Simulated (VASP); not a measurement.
# AlInH4 (F-43m) in VASP: notebook

The runs below take AlInH4 through single point, relaxation of cell and atoms, with PBE.

Program: VASP 6.6.1. These are calculated values, not measurements. Logs are shortened: lines on timing, memory, paths and dates and some standing lists are left out, and cuts for length are marked.

**1. The cell of the first run**

It takes space group F-43m (No. 216, cubic). Conventional cell: a = 6.826 Å, b = 6.826 Å, c = 6.826 Å, α = 90.00°, β = 90.00°, γ = 90.00°. Al (site symmetry -43m) has 4 H at 2.08 Å within 2.8 Å. Within 4.0 Å of In (site symmetry -43m) lie 4 Al at 2.96 Å and 24 H at 3.00 to 3.98 Å. H (site symmetry 3m) has 3 H at 1.42 Å within 1.9 Å.

The cell was built from a structure type or drawn by symmetry, and may not be a known phase.

**2. Single point, PBE**

Input file INCAR:

```
SYSTEM = AlInH4
PREC = Accurate
ENCUT = 520
EDIFF = 1E-7
ISMEAR = 0
SIGMA = 0.1
LREAL = .False.
LASPH = .True.
NELM = 80
ALGO = Normal
ISIF = 2
LWAVE = .False.
LCHARG = .False.
GGA = PE
NBANDS = 19
```

Input file KPOINTS:

```
Automatic mesh
0
Gamma
  4 4 4
  0 0 0
```

Input file POSCAR:

```
AlInH4
1.0
    0.0000000000      3.4127925300      3.4127925300
    3.4127925300      0.0000000000      3.4127925300
    3.4127925300      3.4127925300      0.0000000000
Al In H
1 1 4
Direct
    0.5000000000      0.5000000000      0.5000000000
    0.7500000000      0.7500000000      0.7500000000
    0.3237170300      0.3237170300      0.3237170300
    0.3237170300      0.3237170300      0.0288489100
    0.3237170300      0.0288489100      0.3237170300
    0.0288489100      0.3237170300      0.3237170300
```

Potentials or basis: VASP PAW PBE potentials, release 64 (Al, In_d, H).

On the command line:

```sh
cat potpaw_PBE.64/Al/POTCAR potpaw_PBE.64/In_d/POTCAR potpaw_PBE.64/H/POTCAR > POTCAR
mpirun -np 1 vasp_std > vasp.out
```

OUTCAR:

```text
SYSTEM = AlInH4
   PREC = Accurate
   ENCUT = 520
   EDIFF = 1E-7
   ISMEAR = 0
   LREAL = .False.
   LASPH = .True.
   NELM = 80
   ISIF = 2
   GGA = PE

 ion  position               nearest neighbor table
   1  0.500  0.500  0.500-   6 2.08   5 2.08   4 2.08   3 2.08   2 2.96   2 2.96   2 2.96   2 2.96

   2  0.750  0.750  0.750-   1 2.96   1 2.96   1 2.96   1 2.96
   3  0.324  0.324  0.324-   1 2.08
   4  0.324  0.324  0.029-   1 2.08
   5  0.324  0.029  0.324-   1 2.08
   6  0.029  0.324  0.324-   1 2.08

  LATTYP: Found a face centered cubic cell.
 ALAT       =     6.8255850600

  Lattice vectors:

 A1 = (   0.0000000000,   3.4127925300,   3.4127925300)
 A2 = (   3.4127925300,   0.0000000000,   3.4127925300)
 A3 = (   3.4127925300,   3.4127925300,   0.0000000000)

Analysis of symmetry for initial positions (statically):
=====================================================================
 Subroutine PRICEL returns:
 Original cell was already a primitive cell.

 Routine SETGRP: Setting up the symmetry group for a
 face centered cubic supercell.

 Subroutine GETGRP returns: Found 24 space group operations
 (whereof 24 operations were pure point group operations)
 out of a pool of 48 trial point group operations.

The static configuration has the point symmetry T_d .

Analysis of symmetry for dynamics (positions and initial velocities):
=====================================================================
 Subroutine PRICEL returns:
 Original cell was already a primitive cell.

 Routine SETGRP: Setting up the symmetry group for a
 face centered cubic supercell.

 Subroutine GETGRP returns: Found 24 space group operations
 (whereof 24 operations were pure point group operations)
 out of a pool of 48 trial point group operations.

The dynamic configuration has the point symmetry T_d .

 Subroutine INISYM returns: Found 24 space group operations
 (whereof 24 operations are pure point group operations),
 and found     1 'primitive' translations

----------------------------------------------------------------------------------------

                                     Primitive cell

  volume of cell :      79.4986

[... 78 lines left out ...]
   NELM   =     80;   NELMIN=  2; NELMDL= -5     # of ELM steps
   EDIFF  = 0.1E-06   stopping-criterion for ELM
   LREAL  =      F    real-space projection
   EDIFFG = 0.1E-05   stopping-criterion for IOM
   NSW    =      0    number of steps for IOM
   IBRION =     -1    ionic relax: 0-MD 1-quasi-New 2-CG
   NFREE  =      0    steps in history (QN), initial steepest desc. (CG)
   ISIF   =      2    stress and relaxation
   ISYM   =      2    0-nonsym 1-usesym 2-fastsym
   POTIM  = 0.5000    time-step for ionic-motion
   TEBEG  =    0.0;   TEEND  =   0.0 temperature during run
   PSTRESS=    0.0 pullay stress
   NELECT =      20.0000    total number of electrons
   NUPDOWN=      -1.0000    fix difference up-down
   EMIN   =  10.00;   EMAX   =-10.00  energy-range for DOS
   EFERMI =   0.00;   METHOD = LEGACY
   ISMEAR =     0;   SIGMA  =   0.10  broadening in eV -4-tet -1-fermi 0-gaus
   EFERMI_NEDOS =   21; number of points for ismear=-14 and -15
   IALGO  =     38    algorithm
   IMIX   =      4    mixing-type and parameters
     AMIX     =   0.40;   BMIX     =  1.00
     AMIX_MAG =   1.60;   BMIX_MAG =  1.00
  volume/ion in A,a.u.               =      13.25        89.41
  Fermi-wavevector in a.u.,A,eV,Ry     =   1.033471  1.952977 14.531869  1.068062
  Thomas-Fermi vector in A             =   2.167719
   LORBIT       =      0    0 simple, 1 ext, 2 COOP (PROOUT), +10 PAW based schemes
   GGA     = PE    functional components
   LHFCALC =     F    Hartree Fock is set to
   AEXX    =    0.0000 exact exchange contribution
   IVDW    =     0    specifies the selected vdW correction
   LEPSILON=     F    determine dielectric tensor
   LRPA    =     F    only Hartree local field effects (RPA)
 non-spin polarized calculation
 Gauss-broadening in eV      SIGMA  =   0.10
  energy-cutoff  :      520.00
  volume of cell :       79.50
 maximum number of plane-waves:      2164
   NGX = 17   NGY = 17   NGZ = 17

 number of electron      19.9999991 magnetization

 Free energy of the ion-electron system (eV)
  ---------------------------------------------------
  ext. energy  EPLUGINS =         0.00000000
  ---------------------------------------------------
  free energy    TOTEN  =       -15.81271820 eV

  energy without entropy =      -15.81149328  energy(sigma->0) =      -15.81210574

 E-fermi :   3.0745     XC(G=0):  -8.5938

 val. band max:        2.9260697314   @ k =  -0.2500   0.5000   0.2500
 cond. band min:       3.2419563823   @ k =  -0.2500   0.2500   0.0000
 fundamental gap:      0.3158866509
 Fermi energy:         3.0745212831

 k-point     1 :       0.0000    0.0000    0.0000
  band No.  band energies     occupation
      1     -11.4907      2.00000
      2     -11.4907      2.00000
      3     -11.4907      2.00000
      4     -11.4465      2.00000
      5     -11.4465      2.00000
      6      -6.8196      2.00000
[... 153 lines left out ...]
      6      -5.2124      2.00000
[... 11 lines left out ...]
     18      12.7533      0.00000
     19      13.4249      0.00000

------------------------ aborting loop because EDIFF is reached ----------------------------------------

  FORCE on cell =-STRESS in cart. coord.  units (eV):
  Direction    XX          YY          ZZ          XY          YZ          ZX
  --------------------------------------------------------------------------------------
  -------------------------------------------------------------------------------------
  Total       -2.8035493     -2.8035493     -2.8035493     -0.0000000      0.0000000     -0.0000000
  in kB      -56.5013890    -56.5013890    -56.5013890     -0.0000000      0.0000000     -0.0000000
  external PRESSURE =     -56.5013890 kB  Pullay stress =       0.0000000 kB

 VOLUME and BASIS-vectors are now :
 -----------------------------------------------------------------------------
  energy-cutoff  :      520.00
  volume of cell :       79.50
      direct lattice vectors                 reciprocal lattice vectors
     0.000000000  3.412792530  3.412792530    -0.146507587  0.146507587  0.146507587
     3.412792530  0.000000000  3.412792530     0.146507587 -0.146507587  0.146507587
     3.412792530  3.412792530  0.000000000     0.146507587  0.146507587 -0.146507587

 POSITION                                       TOTAL-FORCE (eV/Angst)
 -----------------------------------------------------------------------------------
      3.41279      3.41279      3.41279        -0.000000     -0.000000     -0.000000
      5.11919      5.11919      5.11919        -0.000000     -0.000000     -0.000000
      2.20956      2.20956      2.20956         0.851796      0.851796      0.851796
      1.20323      1.20323      2.20956        -0.851796     -0.851796      0.851796
      1.20323      2.20956      1.20323        -0.851796      0.851796     -0.851796
      2.20956      1.20323      1.20323         0.851796     -0.851796     -0.851796
 -----------------------------------------------------------------------------------
    total drift:                                0.000000      0.000000      0.000000

  FREE ENERGIE OF THE ION-ELECTRON SYSTEM (eV)
  ---------------------------------------------------
  free  energy   TOTEN  =       -15.8127182047 eV

  energy  without entropy=      -15.8114932846  energy(sigma->0) =      -15.81210574
```

Run time: 13 s. Hardware: 1 thread of AMD EPYC 7R13 (Zen 3), shared host; peak memory 0.17 GiB.

Results:

```
Free energy            : -15.8127 eV
Pressure               : -5.7 GPa
Largest force          : 1.475 eV/Å
Band gap on the k mesh : 0.32 eV (least direct gap 0.65 eV)
```

Forces on the atoms (eV/Å):
```
Al   0.000  0.000  0.000
In   0.000  0.000  0.000
H    0.852  0.852  0.852
H   -0.852 -0.852  0.852
H   -0.852  0.852 -0.852
H    0.852 -0.852 -0.852
```

Caveat: the cell stands under tension; spin-orbit coupling is left out, which moves the levels of the heavy elements; forces of over 1 eV/Å act on the atoms, so gaps and moduli don't describe the material at rest.

**3. Single point, PBE**

This run uses another cell than the first one, of 17.45 Å³/atom.

Edit INCAR of step 2 so:

```diff
@@ -3,3 +3,3 @@
 ENCUT = 520
-EDIFF = 1E-7
+EDIFF = 1E-6
 ISMEAR = 0
@@ -8,3 +8,3 @@
 LASPH = .True.
-NELM = 80
+NELM = 60
 ALGO = Normal
```

Input file KPOINTS:

```
regular mesh
0
Gamma
  4 4 4
  0 0 0
```

Input file POSCAR:

```
AlInH4
1.0
    0.0000000000      3.7409120317      3.7409120317
    3.7409120317      0.0000000000      3.7409120317
    3.7409120317      3.7409120317      0.0000000000
Al In H
1 1 4
Direct
    0.5000000000      0.5000000000      0.5000000000
    0.7500000000      0.7500000000      0.7500000000
    0.3736584754      0.3736584754      0.3736584754
    0.3736584754      0.3736584754     -0.1209754261
    0.3736584754     -0.1209754261      0.3736584754
   -0.1209754261      0.3736584754      0.3736584754
```

Potentials or basis: VASP PAW PBE potentials, release 64 (Al, In_d, H).

On the command line:

```sh
cat potpaw_PBE.64/Al/POTCAR potpaw_PBE.64/In_d/POTCAR potpaw_PBE.64/H/POTCAR > POTCAR
mpirun -np 1 vasp_std > vasp.out
```

OUTCAR:

```text
SYSTEM = AlInH4
   PREC = Accurate
   ENCUT = 520
   EDIFF = 1E-6
   ISMEAR = 0
   LREAL = .False.
   LASPH = .True.
   NELM = 60
   ISIF = 2
   GGA = PE

 ion  position               nearest neighbor table
   1  0.500  0.500  0.500-   3 1.64   4 1.64   5 1.64   6 1.64   2 3.24   2 3.24   2 3.24   2 3.24

   2  0.750  0.750  0.750-   1 3.24   1 3.24   1 3.24   1 3.24
   3  0.374  0.374  0.374-   1 1.64
   4  0.374  0.374  0.879-   1 1.64
   5  0.374  0.879  0.374-   1 1.64
   6  0.879  0.374  0.374-   1 1.64
[... 363 lines left out ...]
  -------------------------------------------------------------------------------------
  Total        0.1105274      0.1105274      0.1105274      0.0000000      0.0000000     -0.0000000
  in kB        1.6912893      1.6912893      1.6912893      0.0000000      0.0000000     -0.0000000
  external PRESSURE =       1.6912893 kB  Pullay stress =       0.0000000 kB

 VOLUME and BASIS-vectors are now :
 -----------------------------------------------------------------------------
  energy-cutoff  :      520.00
  volume of cell :      104.70
      direct lattice vectors                 reciprocal lattice vectors
     0.000000000  3.740912032  3.740912032    -0.133657246  0.133657246  0.133657246
     3.740912032  0.000000000  3.740912032     0.133657246 -0.133657246  0.133657246
     3.740912032  3.740912032  0.000000000     0.133657246  0.133657246 -0.133657246

 POSITION                                       TOTAL-FORCE (eV/Angst)
 -----------------------------------------------------------------------------------
      3.74091      3.74091      3.74091        -0.000000     -0.000000     -0.000000
      5.61137      5.61137      5.61137        -0.000000     -0.000000     -0.000000
      2.79565      2.79565      2.79565         0.009855      0.009855      0.009855
      4.68618      4.68618      2.79565        -0.009855     -0.009855      0.009855
      4.68618      2.79565      4.68618        -0.009855      0.009855     -0.009855
      2.79565      4.68618      4.68618         0.009855     -0.009855     -0.009855
 -----------------------------------------------------------------------------------
    total drift:                                0.000000      0.000000      0.000000

  FREE ENERGIE OF THE ION-ELECTRON SYSTEM (eV)
  ---------------------------------------------------
  free  energy   TOTEN  =       -18.3052830366 eV

  energy  without entropy=      -18.3052830366  energy(sigma->0) =      -18.30528304
```

Wall time 17 s (1 thread of AMD EPYC 7R13 (Zen 3), shared host); peak memory 0.21 GiB.

What came out:

```yaml
Free_energy: -18.3053 eV
Pressure: 0.2 GPa
Largest_force: 0.017 eV/Å
Band_gap_on_the_k_mesh: 3.12 eV (least direct gap 3.34 eV)
```

Forces on the atoms (eV/Å):
```
Al   0.000  0.000  0.000
In   0.000  0.000  0.000
H    0.010  0.010  0.010
H   -0.010 -0.010  0.010
H   -0.010  0.010 -0.010
H    0.010 -0.010 -0.010
```

Levels at points of the mesh, in eV from the valence-band top:
| k point | band 7 | band 8 | band 9 | band 10 | band 11 | band 12 | band 13 | band 14 |
| --- | --- | --- | --- | --- | --- | --- | --- | --- |
| (0.00, 0.00, 0.00) | -0.67 | -0.67 | -0.67 | -0.48 | 3.12 | 3.12 | 3.12 | 5.45 |
| (0.50, 0.00, 0.00) | -3.34 | -0.87 | -0.87 | -0.71 | 3.22 | 3.22 | 4.73 | 7.38 |
| (0.50, 0.50, 0.00) | -3.60 | -1.30 | -1.30 | -1.22 | 3.33 | 4.30 | 4.30 | 8.25 |

Caveat: spin-orbit coupling is left out, which moves the levels of the heavy elements. A k mesh can miss the band edges.

[end of part 1 of 3]
